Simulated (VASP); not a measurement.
# SnGe2Te3 (I4/mmm) in VASP: single point with PBE

Aim: the single point of SnGe2Te3 with PBE.

Everything below comes from runs of VASP 6.6.1. Logs are shortened: lines on timing, memory, paths and dates and some standing lists are left out, and cuts for length are marked.

### 1 The cell of the first run

The structure is tetragonal, space group I4/mmm (No. 139). The conventional cell has a = 4.358 Å, b = 4.358 Å, c = 18.444 Å, α = 90.00°, β = 90.00°, γ = 90.00°. Within 4.1 Å of Sn (site symmetry 4/mmm) lie 6 Te at 3.08 to 3.17 Å. Ge (site symmetry 4mm) has 6 Te at 2.94 to 3.11 Å within 3.9 Å. Te (site symmetry 4mm) has 5 Ge at 2.94 to 3.08 Å and 1 Sn at 3.17 Å within 3.9 Å. Te (site symmetry 4/mmm) has 4 Sn at 3.08 Å and 2 Ge at 3.11 Å within 4.1 Å.

### 2 Single point, PBE

INCAR

```
SYSTEM = SnGe2Te3
PREC = Accurate ; ENCUT = 520
EDIFF = 1E-7 ; ISMEAR = 0
SIGMA = 0.1 ; LREAL = .False.
LASPH = .True. ; NELM = 80
ALGO = Normal ; ISIF = 2
LWAVE = .False. ; LCHARG = .True.
GGA = PE ; LELF = .True.
LVHAR = .True. ; NBANDS = 39
```

KPOINTS

```
Automatic mesh
0
Gamma
  6 6 6
  0 0 0
```

POSCAR

```
SnGe2Te3
1.0
   -2.1788326000      2.1788326000      9.2218775000
    2.1788326000     -2.1788326000      9.2218775000
    2.1788326000      2.1788326000     -9.2218775000
Sn Ge Te
1 2 3
Direct
    0.0000000000      0.0000000000      0.0000000000
    0.6685680000      0.6685680000      0.0000000000
    0.3314320000      0.3314320000      0.0000000000
    0.8280910000      0.8280910000      0.0000000000
    0.5000000000      0.5000000000      0.0000000000
    0.1719090000      0.1719090000      0.0000000000
```

Potentials or basis: VASP PAW PBE potentials, release 64 (Sn_d, Ge_d, Te).

Run with:

```bash
> cat potpaw_PBE.64/Sn_d/POTCAR potpaw_PBE.64/Ge_d/POTCAR potpaw_PBE.64/Te/POTCAR > POTCAR
> mpirun -np 1 vasp_std > vasp.out
```

OUTCAR:

```text
SYSTEM = SnGe2Te3
   PREC = Accurate
   ENCUT = 520
   EDIFF = 1E-7
   ISMEAR = 0
   LREAL = .False.
   LASPH = .True.
   NELM = 80
   ISIF = 2
   GGA = PE

 ion  position               nearest neighbor table
   1  0.000  0.000  0.000-   5 3.08   5 3.08   5 3.08   5 3.08   6 3.17   4 3.17
   2  0.669  0.669  0.000-   4 2.94   6 3.08   6 3.08   6 3.08   6 3.08   5 3.11
   3  0.331  0.331  0.000-   6 2.94   4 3.08   4 3.08   4 3.08   4 3.08   5 3.11
   4  0.828  0.828  0.000-   2 2.94   3 3.08   3 3.08   3 3.08   3 3.08   1 3.17
   5  0.500  0.500  0.000-   1 3.08   1 3.08   1 3.08   1 3.08   3 3.11   2 3.11
   6  0.172  0.172  0.000-   3 2.94   2 3.08   2 3.08   2 3.08   2 3.08   1 3.17

  LATTYP: Found a body centered tetragonal cell.
 ALAT       =     4.3576652000
 C/A-ratio  =     4.2324855521

  Lattice vectors:

 A1 = (  -2.1788326000,   2.1788326000,   9.2218775000)
 A2 = (   2.1788326000,  -2.1788326000,   9.2218775000)
 A3 = (   2.1788326000,   2.1788326000,  -9.2218775000)

Analysis of symmetry for initial positions (statically):
=====================================================================
 Subroutine PRICEL returns:
 Original cell was already a primitive cell.

 Routine SETGRP: Setting up the symmetry group for a
 body centered tetragonal supercell.

 Subroutine GETGRP returns: Found 16 space group operations
 (whereof 16 operations were pure point group operations)
 out of a pool of 16 trial point group operations.

The static configuration has the point symmetry D_4h.

Analysis of symmetry for dynamics (positions and initial velocities):
=====================================================================
 Subroutine PRICEL returns:
 Original cell was already a primitive cell.

 Routine SETGRP: Setting up the symmetry group for a
 body centered tetragonal supercell.

 Subroutine GETGRP returns: Found 16 space group operations
 (whereof 16 operations were pure point group operations)
 out of a pool of 16 trial point group operations.

The dynamic configuration has the point symmetry D_4h.

 Subroutine INISYM returns: Found 16 space group operations
 (whereof 16 operations are pure point group operations),
 and found     1 'primitive' translations

----------------------------------------------------------------------------------------

                                     Primitive cell

  volume of cell :     175.1165

  direct lattice vectors                    reciprocal lattice vectors
    -2.178832600  2.178832600  9.221877500     0.000000000  0.229480686  0.054218894
     2.178832600 -2.178832600  9.221877500     0.229480686  0.000000000  0.054218894
     2.178832600  2.178832600 -9.221877500     0.229480686  0.229480686  0.000000000

  length of vectors
     9.723047240  9.723047240  9.723047240     0.235798799  0.235798799  0.324534699

  position of ions in fractional coordinates (direct lattice)
     0.000000000  0.000000000  0.000000000
     0.668568000  0.668568000  0.000000000
     0.331432000  0.331432000  0.000000000
     0.828091000  0.828091000  0.000000000
     0.500000000  0.500000000  0.000000000
     0.171909000  0.171909000  0.000000000

  ion indices of the primitive-cell ions
   primitive index   ion index
                 1           1
                 2           2
                 3           3
                 4           4
                 5           5
                 6           6

----------------------------------------------------------------------------------------

 KPOINTS: Automatic mesh

Automatic generation of k-mesh.
 Grid dimensions read from file:
 generate k-points for:    6    6    6

 Generating k-lattice:

  Cartesian coordinates                     Fractional coordinates (reciprocal lattice)
     0.000000000  0.038246781  0.009036482     0.166666667  0.000000000  0.000000000
     0.038246781  0.000000000  0.009036482     0.000000000  0.166666667  0.000000000
     0.038246781  0.038246781  0.000000000     0.000000000  0.000000000  0.166666667

  Length of vectors
     0.039299800  0.039299800  0.054089116

  Shift w.r.t. Gamma in fractional coordinates (k-lattice)
     0.000000000  0.000000000  0.000000000

 Subroutine IBZKPT returns following result:
 ===========================================

 Found     30 irreducible k-points:

 Following reciprocal coordinates:
            Coordinates               Weight
  0.000000  0.000000  0.000000      1.000000
  0.166667  0.000000  0.000000      8.000000
  0.333333  0.000000 -0.000000      8.000000
  0.500000 -0.000000  0.000000      4.000000
  0.166667  0.166667  0.000000      8.000000
  0.333333  0.166667  0.000000     16.000000
[... 16 lines left out ...]
 -0.333333 -0.333333  0.166667      8.000000
 -0.166667 -0.333333  0.166667      8.000000
 [... further k-points ...]
   k-points           NKPTS =     30   k-points in BZ     NKDIM =     30   number of bands    NBANDS=     39
   number of dos      NEDOS =    301   number of ions     NIONS =      6
   total plane-waves  NPLWV = 373248
   dimension x,y,z NGX =    72 NGY =   72 NGZ =   72
   dimension x,y,z NGXF=   144 NGYF=  144 NGZF=  144
   ions per type =               1   2   3
   NGX,Y,Z   is equivalent  to a cutoff of  12.31, 12.31, 12.31 a.u.
   NGXF,Y,Z  is equivalent  to a cutoff of  24.62, 24.62, 24.62 a.u.
 SYSTEM =  SnGe2Te3
   PREC   = accura    normal or accurate (medium, high low for compatibility)
   ISTART =      0    job   : 0-new  1-cont  2-samecut
   ICHARG =      2    charge: 1-file 2-atom 10-const
   ISPIN  =      1    spin polarized calculation?
   LNONCOLLINEAR =      F non collinear calculations
   LSORBIT =      F    spin-orbit coupling
   LASPH  =      T    aspherical Exc in radial PAW
   ENCUT  =  520.0 eV  38.22 Ry    6.18 a.u.  18.08 18.08 18.08*2*pi/ulx,y,z
   NELM   =     80;   NELMIN=  2; NELMDL= -5     # of ELM steps
   EDIFF  = 0.1E-06   stopping-criterion for ELM
   LREAL  =      F    real-space projection
   EDIFFG = 0.1E-05   stopping-criterion for IOM
   NSW    =      0    number of steps for IOM
   IBRION =     -1    ionic relax: 0-MD 1-quasi-New 2-CG
   NFREE  =      0    steps in history (QN), initial steepest desc. (CG)
   ISIF   =      2    stress and relaxation
   ISYM   =      2    0-nonsym 1-usesym 2-fastsym
   POTIM  = 0.5000    time-step for ionic-motion
   TEBEG  =    0.0;   TEEND  =   0.0 temperature during run
   PSTRESS=    0.0 pullay stress
   NELECT =      60.0000    total number of electrons
   NUPDOWN=      -1.0000    fix difference up-down
   EMIN   =  10.00;   EMAX   =-10.00  energy-range for DOS
   EFERMI =   0.00;   METHOD = LEGACY
   ISMEAR =     0;   SIGMA  =   0.10  broadening in eV -4-tet -1-fermi 0-gaus
   EFERMI_NEDOS =   21; number of points for ismear=-14 and -15
   IALGO  =     38    algorithm
   IMIX   =      4    mixing-type and parameters
     AMIX     =   0.40;   BMIX     =  1.00
     AMIX_MAG =   1.60;   BMIX_MAG =  1.00
  volume/ion in A,a.u.               =      29.19       196.96
  Fermi-wavevector in a.u.,A,eV,Ry     =   1.145556  2.164786 17.854898  1.312298
  Thomas-Fermi vector in A             =   2.282244
   LORBIT       =      0    0 simple, 1 ext, 2 COOP (PROOUT), +10 PAW based schemes
   GGA     = PE    functional components
   LHFCALC =     F    Hartree Fock is set to
   AEXX    =    0.0000 exact exchange contribution
   IVDW    =     0    specifies the selected vdW correction
   LEPSILON=     F    determine dielectric tensor
   LRPA    =     F    only Hartree local field effects (RPA)
 non-spin polarized calculation
 Gauss-broadening in eV      SIGMA  =   0.10
  energy-cutoff  :      520.00
  volume of cell :      175.12
 maximum number of plane-waves:      4752
   NGX = 37   NGY = 37   NGZ = 37

 number of electron      60.0000000 magnetization

 Free energy of the ion-electron system (eV)
  ---------------------------------------------------
  ext. energy  EPLUGINS =         0.00000000
  ---------------------------------------------------
  free energy    TOTEN  =       -23.04322968 eV

  energy without entropy =      -23.04265959  energy(sigma->0) =      -23.04294463

 E-fermi :   6.2345     XC(G=0):  -9.5701

 val. band max:        6.1160157862   @ k =   0.5000  -0.0000   0.0000
 cond. band min:       6.3712591801   @ k =   0.5000  -0.0000   0.0000
 fundamental gap:      0.2552433939
 Fermi energy:         6.2344509126

 k-point     1 :       0.0000    0.0000    0.0000
  band No.  band energies     occupation
      1     -19.0508      2.00000
      2     -19.0501      2.00000
      3     -19.0491      2.00000
      4     -19.0486      2.00000
      5     -19.0455      2.00000
      6     -19.0433      2.00000
[... 31 lines left out ...]
     38      10.3401      0.00000
     39      10.3401      0.00000

 k-point     2 :       0.1667    0.0000    0.0000
  band No.  band energies     occupation
      1     -19.0511      2.00000
      2     -19.0505      2.00000
      3     -19.0488      2.00000
      4     -19.0483      2.00000
      5     -19.0451      2.00000
      6     -19.0433      2.00000
[... 31 lines left out ...]
     38       9.7314      0.00000
     39       9.9073      0.00000

 k-point     3 :       0.3333    0.0000   -0.0000
  band No.  band energies     occupation
      1     -19.0516      2.00000
      2     -19.0513      2.00000
      3     -19.0481      2.00000
      4     -19.0479      2.00000
      5     -19.0443      2.00000
      6     -19.0432      2.00000
[... 31 lines left out ...]
     38       9.4882      0.00000
     39      10.1063      0.00000

 k-point     4 :       0.5000   -0.0000    0.0000
  band No.  band energies     occupation
      1     -19.0517      2.00000
      2     -19.0517      2.00000
      3     -19.0478      2.00000
      4     -19.0478      2.00000
      5     -19.0435      2.00000
      6     -19.0435      2.00000
[... 31 lines left out ...]
     38       9.6769      0.00000
     39       9.7569      0.00000
[... 754 lines left out ...]
     38       8.7241      0.00000
     39      11.1295      0.00000

 k-point    23 :      -0.3333   -0.3333    0.1667
  band No.  band energies     occupation
      1     -19.0514      2.00000
      2     -19.0509      2.00000
      3     -19.0484      2.00000
      4     -19.0480      2.00000
      5     -19.0448      2.00000
      6     -19.0432      2.00000
[... 31 lines left out ...]
     38      10.2450      0.00000
     39      10.7308      0.00000

 k-point    24 :      -0.1667   -0.3333    0.1667
  band No.  band energies     occupation
      1     -19.0511      2.00000
      2     -19.0505      2.00000
      3     -19.0488      2.00000
      4     -19.0483      2.00000
      5     -19.0451      2.00000
      6     -19.0433      2.00000
[... 31 lines left out ...]
     38       9.9363      0.00000
     39      10.1445      0.00000

 [... further k-points ...]

------------------------ aborting loop because EDIFF is reached ----------------------------------------

  FORCE on cell =-STRESS in cart. coord.  units (eV):
  Direction    XX          YY          ZZ          XY          YZ          ZX
  --------------------------------------------------------------------------------------
  -------------------------------------------------------------------------------------
  Total        0.0824423      0.0824423      0.0701014      0.0000000     -0.0000000     -0.0000000
  in kB        0.7542814      0.7542814      0.6413722      0.0000000     -0.0000000     -0.0000000
  external PRESSURE =       0.7166450 kB  Pullay stress =       0.0000000 kB

 VOLUME and BASIS-vectors are now :
 -----------------------------------------------------------------------------
  energy-cutoff  :      520.00
  volume of cell :      175.12
      direct lattice vectors                 reciprocal lattice vectors
    -2.178832600  2.178832600  9.221877500     0.000000000  0.229480686  0.054218894
     2.178832600 -2.178832600  9.221877500     0.229480686  0.000000000  0.054218894
     2.178832600  2.178832600 -9.221877500     0.229480686  0.229480686  0.000000000

 POSITION                                       TOTAL-FORCE (eV/Angst)
 -----------------------------------------------------------------------------------
      0.00000      0.00000      0.00000         0.000000      0.000000     -0.000000
      0.00000      0.00000     12.33090         0.000000      0.000000      0.000519
      0.00000      0.00000      6.11285         0.000000      0.000000     -0.000519
      0.00000      0.00000     15.27311         0.000000      0.000000      0.005521
      0.00000      0.00000      9.22188         0.000000      0.000000      0.000000
      0.00000      0.00000      3.17065        -0.000000     -0.000000     -0.005521
 -----------------------------------------------------------------------------------
    total drift:                               -0.000000     -0.000000      0.000000

  FREE ENERGIE OF THE ION-ELECTRON SYSTEM (eV)
  ---------------------------------------------------
  free  energy   TOTEN  =       -23.0432296817 eV

  energy  without entropy=      -23.0426595873  energy(sigma->0) =      -23.04294463
```

Wall time 16 min (1 thread of AMD EPYC 7R43 (Zen 3), shared host); peak memory 0.77 GiB.

Results:

```yaml
Free_energy: -23.0432 eV
Pressure: 0.1 GPa
Largest_force: 0.006 eV/Å
Band_gap_on_the_k_mesh: 0.26 eV, direct
```

Forces on the atoms (eV/Å):
```
Sn   0.000  0.000  0.000
Ge   0.000  0.000  0.001
Ge   0.000  0.000 -0.001
Te   0.000  0.000  0.006
Te   0.000  0.000  0.000
Te   0.000  0.000 -0.006
```

Caveat: spin-orbit coupling is left out, which moves the levels of the heavy elements.
